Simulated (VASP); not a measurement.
# Al16C (a cell with a defect) in VASP: a series of runs, part 2 of 2

VASP 6.6.1.

### Step 3. Single point, PBE

File INCAR:

```
ALGO = Normal ; EDIFF = 1E-6
ENCUT = 520 ; GGA = PE
ISIF = 2 ; ISMEAR = 1
LASPH = True ; LCHARG = False
LREAL = Auto ; LWAVE = False
NBANDS = 40 ; NELM = 60
PREC = Accurate ; SIGMA = 0.1
```

File KPOINTS:

```
k-points
0
Gamma
  3 3 3
```

File POSCAR:

```
Al16C
1.0
   -4.0389296000      4.0389296000      4.0389296000
    4.0389296000     -4.0389296000      4.0389296000
    4.0389296000      4.0389296000     -4.0389296000
Al C
16 1
Direct
    0.0156657843      0.0145952036      0.0144949295
    0.0086896786      0.2549310342      0.7480527762
   -0.0102751234      0.5162718112      0.5163415079
    0.0086964873      0.7479548542      0.2553714974
    0.2622764210      0.0007509415      0.7490417758
    0.2416471929      0.2497463684      0.4950167985
    0.2417584847      0.4950513374      0.2498652118
    0.2617610616      0.7489194662      0.0004653461
    0.4945656889     -0.0057053483      0.4943439717
    0.4924170998      0.2346785148      0.2347267949
    0.4945339973      0.4944097070     -0.0055368630
    0.5189102578      0.7397448819      0.7398196542
    0.7555212153      0.0093894927      0.2438261118
    0.7556791780      0.2438939515      0.0095301240
    0.7304549205      0.4544454055      0.7600798489
    0.7306880268      0.7602175091      0.4546502866
    0.8549988096      0.7172881894      0.7173723701
```

Potentials or basis: VASP PAW PBE potentials, release 64 (Al, C).

The run is started by

```sh
> cat potpaw_PBE.64/Al/POTCAR potpaw_PBE.64/C/POTCAR > POTCAR
> mpirun -np 1 vasp_std > vasp.out
```

OUTCAR:

```text
EDIFF = 1E-6
   ENCUT = 520
   GGA = PE
   ISIF = 2
   ISMEAR = 1
   LASPH = True
   LREAL = Auto
   NELM = 60
   PREC = Accurate

 ion  position               nearest neighbor table
   1  0.016  0.015  0.014-  17 1.98  10 2.73   7 2.75   6 2.75  14 2.80  13 2.80  12 2.85   2 2.90
                             4 2.90   8 2.92   5 2.93  16 3.20  15 3.21
   2  0.009  0.255  0.748-  15 2.75  11 2.78   6 2.78   8 2.82   3 2.83  16 2.84   7 2.87  13 2.88
                             1 2.90   5 2.90   9 2.94  14 2.94
   3  0.990  0.516  0.516-  17 2.30   8 2.78   5 2.78   4 2.82   2 2.83  10 2.85  16 2.90  15 2.90
                            14 2.90  13 2.90   6 2.96   7 2.96  12 3.04
   4  0.009  0.748  0.255-  16 2.75   9 2.78   7 2.78   5 2.82   3 2.82  15 2.85   6 2.87  14 2.88
                             1 2.90   8 2.90  11 2.94  13 2.94
   5  0.262  0.001  0.749-  10 2.78   3 2.78   9 2.78   4 2.82  14 2.82  11 2.82   8 2.87   6 2.88
                             2 2.90   1 2.93  12 2.96  16 3.05
   6  0.242  0.250  0.495-   1 2.75   2 2.78  13 2.78   7 2.80  12 2.81  15 2.81  11 2.85   4 2.87
                             5 2.88   9 2.90  10 2.92   3 2.96
   7  0.242  0.495  0.250-   1 2.75   4 2.78  14 2.78   6 2.80  12 2.81  16 2.81   9 2.85   2 2.87
                             8 2.88  11 2.90  10 2.92   3 2.96
   8  0.262  0.749  0.000-   3 2.78  10 2.78  11 2.78   2 2.82  13 2.82   9 2.82   5 2.87   7 2.88
                             4 2.90   1 2.92  12 2.96  15 3.05
   9  0.495  0.994  0.494-  15 2.64  16 2.70   4 2.78   5 2.78   8 2.82   7 2.85  10 2.86  12 2.86
                             6 2.90  13 2.92   2 2.94  14 2.94
  10  0.492  0.235  0.235-   1 2.73   5 2.78   8 2.78  13 2.79  14 2.79   3 2.85  11 2.86   9 2.86
                             7 2.92   6 2.92  15 3.01  16 3.02
  11  0.495  0.494  0.994-  16 2.64  15 2.70   2 2.78   8 2.78   5 2.82   6 2.85  10 2.86  12 2.86
                             7 2.90  14 2.92   4 2.94  13 2.94
  12  0.519  0.740  0.740-  17 2.46   7 2.81   6 2.81   1 2.85  11 2.86   9 2.86  15 2.87  16 2.87
                            13 2.89  14 2.89   5 2.96   8 2.96   3 3.04
  13  0.756  0.009  0.244-  16 2.63  14 2.68   6 2.78  10 2.79   1 2.80   8 2.82   2 2.88  12 2.89
                             3 2.90   9 2.92   4 2.94  11 2.94
  14  0.756  0.244  0.010-  15 2.63  13 2.68   7 2.78  10 2.79   1 2.80   5 2.82   4 2.88  12 2.89
                             3 2.90  11 2.92   2 2.94   9 2.94
  15  0.730  0.454  0.760-  17 1.92  14 2.63   9 2.64  11 2.70   2 2.75   6 2.81   4 2.85  12 2.87
                             3 2.90  10 3.01   8 3.05   1 3.21
  16  0.731  0.760  0.455-  17 1.92  13 2.63  11 2.64   9 2.70   4 2.75   7 2.81   2 2.84  12 2.87
                             3 2.90  10 3.02   5 3.05   1 3.20
  17  0.855  0.717  0.717-  16 1.92  15 1.92   1 1.98   3 2.30  12 2.46

  LATTYP: Found a body centered cubic cell.
 ALAT       =     8.0778592000

  Lattice vectors:

 A1 = (  -4.0389296000,   4.0389296000,   4.0389296000)
 A2 = (   4.0389296000,  -4.0389296000,   4.0389296000)
 A3 = (   4.0389296000,   4.0389296000,  -4.0389296000)

Analysis of symmetry for initial positions (statically):
=====================================================================
 Subroutine PRICEL returns:
 Original cell was already a primitive cell.

 Routine SETGRP: Setting up the symmetry group for a
 body centered cubic supercell.

 Subroutine GETGRP returns: Found  1 space group operations
 (whereof  1 operations were pure point group operations)
 out of a pool of 48 trial point group operations.

The static configuration has the point symmetry C_1 .

Analysis of symmetry for dynamics (positions and initial velocities):
=====================================================================
 Subroutine PRICEL returns:
 Original cell was already a primitive cell.

 Routine SETGRP: Setting up the symmetry group for a
 body centered cubic supercell.

 Subroutine GETGRP returns: Found  1 space group operations
[... 112 lines left out ...]
 SYSTEM =  unknown system
   PREC   = accura    normal or accurate (medium, high low for compatibility)
   ISTART =      0    job   : 0-new  1-cont  2-samecut
   ICHARG =      2    charge: 1-file 2-atom 10-const
   ISPIN  =      1    spin polarized calculation?
   LNONCOLLINEAR =      F non collinear calculations
   LSORBIT =      F    spin-orbit coupling
   LASPH  =      T    aspherical Exc in radial PAW
   ENCUT  =  520.0 eV  38.22 Ry    6.18 a.u.  13.01 13.01 13.01*2*pi/ulx,y,z
   NELM   =     60;   NELMIN=  2; NELMDL= -5     # of ELM steps
   EDIFF  = 0.1E-05   stopping-criterion for ELM
   LREAL  =      T    real-space projection
   EDIFFG = 0.1E-04   stopping-criterion for IOM
   NSW    =      0    number of steps for IOM
   IBRION =     -1    ionic relax: 0-MD 1-quasi-New 2-CG
   NFREE  =      0    steps in history (QN), initial steepest desc. (CG)
   ISIF   =      2    stress and relaxation
   ISYM   =      2    0-nonsym 1-usesym 2-fastsym
   POTIM  = 0.5000    time-step for ionic-motion
   TEBEG  =    0.0;   TEEND  =   0.0 temperature during run
   PSTRESS=    0.0 pullay stress
   NELECT =      52.0000    total number of electrons
   NUPDOWN=      -1.0000    fix difference up-down
   EMIN   =  10.00;   EMAX   =-10.00  energy-range for DOS
   EFERMI =   0.00;   METHOD = LEGACY
   ISMEAR =     1;   SIGMA  =   0.10  broadening in eV -4-tet -1-fermi 0-gaus
   EFERMI_NEDOS =   21; number of points for ismear=-14 and -15
   IALGO  =     38    algorithm
   IMIX   =      4    mixing-type and parameters
     AMIX     =   0.40;   BMIX     =  1.00
     AMIX_MAG =   1.60;   BMIX_MAG =  1.00
  volume/ion in A,a.u.               =      15.50       104.62
  Fermi-wavevector in a.u.,A,eV,Ry     =   0.953066  1.801034 12.358646  0.908335
  Thomas-Fermi vector in A             =   2.081687
   LORBIT       =      0    0 simple, 1 ext, 2 COOP (PROOUT), +10 PAW based schemes
   GGA     = PE    functional components
   LHFCALC =     F    Hartree Fock is set to
   AEXX    =    0.0000 exact exchange contribution
   IVDW    =     0    specifies the selected vdW correction
   LEPSILON=     F    determine dielectric tensor
   LRPA    =     F    only Hartree local field effects (RPA)
 non-spin polarized calculation
 Methfessel and Paxton  Order N= 1 SIGMA  =   0.10
  energy-cutoff  :      520.00
  volume of cell :      263.55
 maximum number of plane-waves:      7135
 NGX is ok and might be reduce to    54
   NGX = 25   NGY = 25   NGZ = 25

 number of electron      52.0000000 magnetization

 Free energy of the ion-electron system (eV)
  ---------------------------------------------------
  ext. energy  EPLUGINS =         0.00000000
  ---------------------------------------------------
  free energy    TOTEN  =       -67.33383404 eV

  energy without entropy =      -67.33245752  energy(sigma->0) =      -67.33337520

 E-fermi :   8.4005     XC(G=0): -10.3378

 val. band max:        8.3707110267   @ k =   0.0000   0.0000   0.0000
 cond. band min:       8.4008182124   @ k =   0.3333   0.0000   0.0000
 fundamental gap:      0.0301071857
 Fermi energy:         8.4005424656

 k-point     1 :       0.0000    0.0000    0.0000
  band No.  band energies     occupation
      1      -4.2754      2.00000
      2      -1.9174      2.00000
      3       0.8210      2.00000
      4       0.8539      2.00000
      5       0.9567      2.00000
      6       1.3443      2.00000
[... 563 lines left out ...]
     37      11.1489      0.00000
     38      11.2336      0.00000
 [bands above 38 left out]

------------------------ aborting loop because EDIFF is reached ----------------------------------------

  FORCE on cell =-STRESS in cart. coord.  units (eV):
  Direction    XX          YY          ZZ          XY          YZ          ZX
  --------------------------------------------------------------------------------------
  -------------------------------------------------------------------------------------
  Total        1.1576706      7.9645386      7.9942031      1.1388857     -1.2177683      1.1374000
  in kB        7.0377971     48.4186147     48.5989539      6.9235987     -7.4031477      6.9145666
  external PRESSURE =      34.6851219 kB  Pullay stress =       0.0000000 kB

 VOLUME and BASIS-vectors are now :
 -----------------------------------------------------------------------------
  energy-cutoff  :      520.00
  volume of cell :      263.55
      direct lattice vectors                 reciprocal lattice vectors
    -4.038929600  4.038929600  4.038929600     0.000000000  0.123795176  0.123795176
     4.038929600 -4.038929600  4.038929600     0.123795176  0.000000000  0.123795176
     4.038929600  4.038929600 -4.038929600     0.123795176  0.123795176  0.000000000

 POSITION                                       TOTAL-FORCE (eV/Angst)
 -----------------------------------------------------------------------------------
      0.05422      0.06287      0.06368         0.001955     -0.002293     -0.008225
      4.01588      2.02678     -1.95659         0.009412     -0.005199      0.002733
      0.17322      3.99771      3.99715         0.001001     -0.001410     -0.002452
      4.01724     -1.95439      2.02463        -0.001351     -0.008839      0.006083
      1.96904      4.08161     -1.96298         0.001487      0.000053     -0.005224
      2.03205      1.96663     -0.01463         0.004804     -0.004329     -0.000852
[... 9 lines left out ...]
      1.95557      1.71703      4.18536         0.003009     -0.006211     -0.008432
      2.34121      3.45362      3.45294        -0.037018      0.040007      0.029357
 -----------------------------------------------------------------------------------
    total drift:                               -0.017188      0.001053      0.001820

  FREE ENERGIE OF THE ION-ELECTRON SYSTEM (eV)
  ---------------------------------------------------
  free  energy   TOTEN  =       -67.3338340402 eV

  energy  without entropy=      -67.3324575194  energy(sigma->0) =      -67.33337520
```

Run time: 4.2 min. Hardware: 1 thread of Intel Xeon 6975P-C (Granite Rapids), shared host; peak memory 0.4 GiB.

Results:

- Free energy: -67.3338 eV
- Pressure: 3.5 GPa
- Largest force: 0.062 eV/Å
- Band gap on the k mesh: zero (bands 26 and 27 overlap by 1.43 eV)

Forces on the atoms (eV/Å):
```
Al   0.002 -0.002 -0.008
Al   0.009 -0.005  0.003
Al   0.001 -0.001 -0.002
Al  -0.001 -0.009  0.006
Al   0.001  0.000 -0.005
Al   0.005 -0.004 -0.001
Al   0.005 -0.002 -0.001
Al   0.002  0.001 -0.001
Al   0.004 -0.002 -0.003
Al   0.001 -0.003 -0.004
Al   0.007 -0.005  0.001
Al  -0.007  0.008  0.007
Al  -0.001 -0.005  0.001
Al   0.000  0.000 -0.005
Al   0.005 -0.003 -0.008
Al   0.003 -0.006 -0.008
C   -0.037  0.040  0.029
```

Caveat: the k points lie up to 0.37 Å⁻¹ apart, too coarse for converged energies and pressures of a metal.
